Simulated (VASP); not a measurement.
# RbBr in VASP: notebook

The runs below take RbBr through single point, with HSE06.

Program: VASP 6.6.1. These are calculated values, not measurements. Logs are shortened: lines on timing, memory, paths and dates and some standing lists are left out, and cuts for length are marked.

### 1 The cell of the first run

It takes space group F-43m (No. 216, cubic). The conventional cell has a = 8.049 Å, b = 8.049 Å, c = 8.049 Å, α = 90.00°, β = 90.00°, γ = 90.00°. Within 4.6 Å of Rb (site symmetry -43m) lie 4 Br at 3.49 Å. Within 4.6 Å of Br (site symmetry -43m) lie 4 Rb at 3.49 Å.

### 2 Single point, HSE06 (strain +4.0%)

POSCAR

```
RbBr
1.0
    0.0000000000      4.0242767392      4.0242767392
    4.0242767392      0.0000000000      4.0242767392
    4.0242767392      4.0242767392      0.0000000000
Rb Br
1 1
Direct
    0.0000000000      0.0000000000      0.0000000000
    0.2500000000      0.2500000000      0.2500000000
```

INCAR.step1

```
SYSTEM = RbBr
PREC = Accurate ; ENCUT = 520
EDIFF = 1E-5 ; ISMEAR = 0
SIGMA = 0.01 ; LREAL = .FALSE.
LASPH = .TRUE. ; NELM = 60
ALGO = Normal ; ISIF = 2
LWAVE = .TRUE. ; LCHARG = .FALSE.
NBANDS = 15 ; GGA = PE
```

INCAR.step2

```
SYSTEM = RbBr
PREC = Accurate ; ENCUT = 520
EDIFF = 1E-6 ; ISMEAR = 0
SIGMA = 0.01 ; LREAL = .FALSE.
LASPH = .TRUE. ; NELM = 60
ALGO = Normal ; ISIF = 2
LWAVE = .FALSE. ; LCHARG = .FALSE.
GGA = PE ; LHFCALC = .TRUE.
HFSCREEN = 0.2079 ; PRECFOCK = Normal
NBANDS = 15 ; ISTART = 1
```

KPOINTS

```
Automatic mesh
0
G
  4 4 4
  0 0 0
```

Potentials or basis: VASP PAW PBE potentials, release 64 (Rb_sv, Br).

Run with:

```
$ cat potpaw_PBE.64/Rb_sv/POTCAR potpaw_PBE.64/Br/POTCAR > POTCAR
$ cp INCAR.step1 INCAR
$ mpirun -np 1 vasp_std > vasp.out
$ cp INCAR.step2 INCAR
$ mpirun -np 1 vasp_std > vasp.out
```

OUTCAR:

```text
SYSTEM = RbBr
   PREC = Accurate
   ENCUT = 520
   EDIFF = 1E-6
   ISMEAR = 0
   LREAL = .FALSE.
   LASPH = .TRUE.
   NELM = 60
   ISIF = 2
   GGA = PE
   LHFCALC = .TRUE.
   HFSCREEN = 0.2079
   PRECFOCK = Normal
   ISTART = 1

 ion  position               nearest neighbor table
   1  0.000  0.000  0.000-   2 3.49   2 3.49   2 3.49   2 3.49
   2  0.250  0.250  0.250-   1 3.49   1 3.49   1 3.49   1 3.49

  LATTYP: Found a face centered cubic cell.
 ALAT       =     8.0485534784

  Lattice vectors:

 A1 = (   0.0000000000,   4.0242767392,   4.0242767392)
 A2 = (   4.0242767392,   0.0000000000,   4.0242767392)
 A3 = (   4.0242767392,   4.0242767392,   0.0000000000)

Analysis of symmetry for initial positions (statically):
=====================================================================
 Subroutine PRICEL returns:
 Original cell was already a primitive cell.

 Routine SETGRP: Setting up the symmetry group for a
 face centered cubic supercell.

 Subroutine GETGRP returns: Found 24 space group operations
 (whereof 24 operations were pure point group operations)
 out of a pool of 48 trial point group operations.

The static configuration has the point symmetry T_d .

Analysis of symmetry for dynamics (positions and initial velocities):
=====================================================================
 Subroutine PRICEL returns:
 Original cell was already a primitive cell.

 Routine SETGRP: Setting up the symmetry group for a
 face centered cubic supercell.

 Subroutine GETGRP returns: Found 24 space group operations
 (whereof 24 operations were pure point group operations)
 out of a pool of 48 trial point group operations.

The dynamic configuration has the point symmetry T_d .

 Subroutine INISYM returns: Found 24 space group operations
 (whereof 24 operations are pure point group operations),
 and found     1 'primitive' translations

----------------------------------------------------------------------------------------

                                     Primitive cell

  volume of cell :     130.3447

  direct lattice vectors                    reciprocal lattice vectors
     0.000000000  4.024276739  4.024276739    -0.124245928  0.124245928  0.124245928
     4.024276739  0.000000000  4.024276739     0.124245928 -0.124245928  0.124245928
     4.024276739  4.024276739  0.000000000     0.124245928  0.124245928 -0.124245928
[... 83 lines left out ...]
   EFERMI_NEDOS =   21; number of points for ismear=-14 and -15
   IALGO  =     38    algorithm
   IMIX   =      1    mixing-type and parameters
     AMIX     =   0.40;   BMIX     =  1.00
     AMIX_MAG =   1.60;   BMIX_MAG =  1.00
  volume/ion in A,a.u.               =      65.17       439.80
  Fermi-wavevector in a.u.,A,eV,Ry     =   0.813611  1.537502  9.006559  0.661963
  Thomas-Fermi vector in A             =   1.923368
   LORBIT       =      0    0 simple, 1 ext, 2 COOP (PROOUT), +10 PAW based schemes
   GGA     = PE    functional components
   LHFCALC =     T    Hartree Fock is set to
   PRECFOCK=normal    Normal, Fast or Accurate (Low or Medium for compatibility)
   ENCUT4O =  -1.0   cutoff for four orbital integrals eV
   NKREDX  =     1    reduce k-point grid by
   NKREDY  =     1    reduce k-point grid by
   NKREDZ  =     1    reduce k-point grid by
   AEXX    =    0.2500 exact exchange contribution
   HFSCREEN=    0.2079 screening length (either q_TF or 0.3 A-1)
   HFSCREENC=   0.2079 screening length for correlation (either q_TF or 0.3 A-1)
   ENCUTFOCK=  -1.0 apply spherical cutoff to Coloumb kernel
   IVDW    =     0    specifies the selected vdW correction
   LEPSILON=     F    determine dielectric tensor
   LRPA    =     F    only Hartree local field effects (RPA)
 non-spin polarized calculation
 Gauss-broadening in eV      SIGMA  =   0.01
  energy-cutoff  :      520.00
  volume of cell :      130.34
 maximum number of plane-waves:      3521
  NGX = 32; NGY = 32; NGZ = 32

 number of electron      15.9999998 magnetization

 Free energy of the ion-electron system (eV)
  ---------------------------------------------------
  ext. energy  EPLUGINS =         0.00000000
  ---------------------------------------------------
  free energy    TOTEN  =        -6.84317128 eV

  energy without entropy =       -6.84317128  energy(sigma->0) =       -6.84317128

 E-fermi :  -4.0908     XC(G=0):  -4.5604

 val. band max:       -4.1598068448   @ k =   0.5000   0.5000   0.0000
 cond. band min:       0.8336697513   @ k =   0.0000   0.0000   0.0000
 fundamental gap:      4.9934765961
 Fermi energy:        -4.0907709926

 k-point     1 :       0.0000    0.0000    0.0000
  band No.  band energies     occupation
      1     -30.7383      2.00000
      2     -16.9750      2.00000
      3     -13.6633      2.00000
      4     -13.6633      2.00000
      5     -13.6633      2.00000
      6      -4.2032      2.00000
      7      -4.2032      2.00000
      8      -4.2032      2.00000
      9       0.8337      0.00000
     10       5.0851      0.00000
     11       5.0851      0.00000
     12       5.8621      0.00000
     13       5.8621      0.00000
     14       5.8621      0.00000
[... 113 lines left out ...]
      2     -17.0106      2.00000
      3     -13.6891      2.00000
      4     -13.6827      2.00000
      5     -13.5963      2.00000
      6      -4.3536      2.00000
      7      -4.2660      2.00000
      8      -4.1613      2.00000
      9       2.8575      0.00000
     10       3.5231      0.00000
     11       4.8024      0.00000
     12       5.0238      0.00000
     13       5.6213      0.00000
     14       5.8380      0.00000
     15       6.7978      0.00000

------------------------ aborting loop because EDIFF is reached ----------------------------------------

  FORCE on cell =-STRESS in cart. coord.  units (eV):
  Direction    XX          YY          ZZ          XY          YZ          ZX
  --------------------------------------------------------------------------------------
  -------------------------------------------------------------------------------------
  Total       -0.5680654     -0.5680654     -0.5680654      0.0000000      0.0000000      0.0000000
  in kB       -6.9825717     -6.9825717     -6.9825717      0.0000000      0.0000000      0.0000000
  external PRESSURE =      -6.9825717 kB  Pullay stress =       0.0000000 kB

 VOLUME and BASIS-vectors are now :
 -----------------------------------------------------------------------------
  energy-cutoff  :      520.00
  volume of cell :      130.34
      direct lattice vectors                 reciprocal lattice vectors
     0.000000000  4.024276739  4.024276739    -0.124245928  0.124245928  0.124245928
     4.024276739  0.000000000  4.024276739     0.124245928 -0.124245928  0.124245928
     4.024276739  4.024276739  0.000000000     0.124245928  0.124245928 -0.124245928

 POSITION                                       TOTAL-FORCE (eV/Angst)
 -----------------------------------------------------------------------------------
      0.00000      0.00000      0.00000        -0.000000     -0.000000     -0.000000
      2.01214      2.01214      2.01214         0.000000      0.000000      0.000000
 -----------------------------------------------------------------------------------
    total drift:                                0.000000     -0.000001      0.000002

  FREE ENERGIE OF THE ION-ELECTRON SYSTEM (eV)
  ---------------------------------------------------
  free  energy   TOTEN  =        -6.8431712759 eV

  energy  without entropy=       -6.8431712759  energy(sigma->0) =       -6.84317128
```

OUTCAR.step1:

```text
SYSTEM = RbBr
   PREC = Accurate
   ENCUT = 520
   EDIFF = 1E-5
   ISMEAR = 0
   LREAL = .FALSE.
   LASPH = .TRUE.
[... 346 lines left out ...]
      0.00000      0.00000      0.00000         0.000000      0.000000     -0.000000
      2.01214      2.01214      2.01214        -0.000000     -0.000000      0.000000
 -----------------------------------------------------------------------------------
    total drift:                                0.000000      0.000000      0.000000

  FREE ENERGIE OF THE ION-ELECTRON SYSTEM (eV)
  ---------------------------------------------------
  free  energy   TOTEN  =        -5.9046705556 eV

  energy  without entropy=       -5.9046705556  energy(sigma->0) =       -5.90467056
```

Wall time 8.7 min (1 thread of Intel Xeon Platinum 8259CL at 2.50GHz (Skylake/Cascade Lake), shared host); peak memory 0.39 GiB.

Results:

```
Free energy            : -6.8432 eV
Pressure               : -0.7 GPa
Band gap on the k mesh : 4.99 eV (least direct gap 5.04 eV)
```

Caveat: the cell differs from its parent crystal (strain +4.0%); the structure was generated, so it needn't be the stable form of RbBr; the PAW data sets were made with another functional, which shifts forces and pressure a little. A k mesh can miss the band edges.

[end of part 1 of 2]
